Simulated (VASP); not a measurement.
Set up this calculation in VASP 6.6.1, as the native input.

```yaml
Task: relaxation of cell and atoms
Functional: PBE
Potentials_or_basis: VASP PAW PBE potentials, release 64 (Cr_pv, C, N)
Cutoff: 600 eV
k_mesh: 18 × 18 × 16
Occupations: gaussian, width 0.1 eV
Spin: collinear spin, ferromagnetic start
Starting_moments: "[0.53, 0.0, 0.0] μB"
Dipole_correction: no
Further_INCAR_settings: ALGO = Normal; EDIFF = 1e-06; IBRION = 2; EDIFFG = -0.01; NSW = 100; ISIF = 3
```

The structure of CrCN lies in POSCAR:

```
CrCN
1.0
    3.2239046417      0.0000000000      0.0000000000
   -1.6119523208      2.7919833191      0.0000000000
    0.0000000000      0.0000000000      2.8980856535
Cr C N
1 1 1
Direct
    0.3333333333      0.6666666667      0.5000000000
    0.6666666667      0.3333333333      0.5000000000
    0.0000000000      0.0000000000      0.0000000000
```

The cell was generated, and may not be a known phase.

These files were run (other wordings do the same):

INCAR

```
PREC = Accurate
ENCUT = 600
EDIFF = 1E-6
ISMEAR = 0
SIGMA = 0.1
LREAL = False
LASPH = True
NELM = 150
ALGO = Normal
ISIF = 3
LWAVE = False
LCHARG = False
ISPIN = 2
MAGMOM = 0.53 0 0
LORBIT = 11
LMAXMIX = 4
GGA = PE
IBRION = 2
NSW = 100
EDIFFG = -0.01
KPAR = 4
```

KPOINTS

```
Automatic mesh
0
Gamma
  18 18 16
```

Potentials or basis: VASP PAW PBE potentials, release 64 (Cr_pv, C, N).

Run with:

```sh
$ cat potpaw_PBE.64/Cr_pv/POTCAR potpaw_PBE.64/C/POTCAR potpaw_PBE.64/N/POTCAR > POTCAR
$ mpirun -np 4 vasp_std > vasp.out
```

Results of the run:

| Property | Result |
| --- | --- |
| Relaxed volume | 8.65 Å³/atom |
| Relaxed cell | a = 3.216 Å, b = 3.216 Å, c = 2.896 Å, α = 90.00°, β = 90.00°, γ = 120.00° |
| Space group after relaxing (to 0.1 Å) | P-6m2 (No. 187) |
| Energy gained by relaxing | 0.2 meV/atom |
| Ionic steps | 3 |
| Pressure after relaxing | 0.0 GPa |
| Net moment | -0.03 μB per cell |
| Site moments | Cr -0.03; C +0.00; N -0.00 μB |
| Valence electrons inside the program's atomic spheres | Cr 11.17; C 2.39; N 3.45 |

Caveat: the moments typed at the start vanished in this run.

Run time: 3.4 min on 4 MPI ranks on Oxide Virtual Turin-like Processor, with other jobs on the host, peak memory 0.35 GiB a rank.
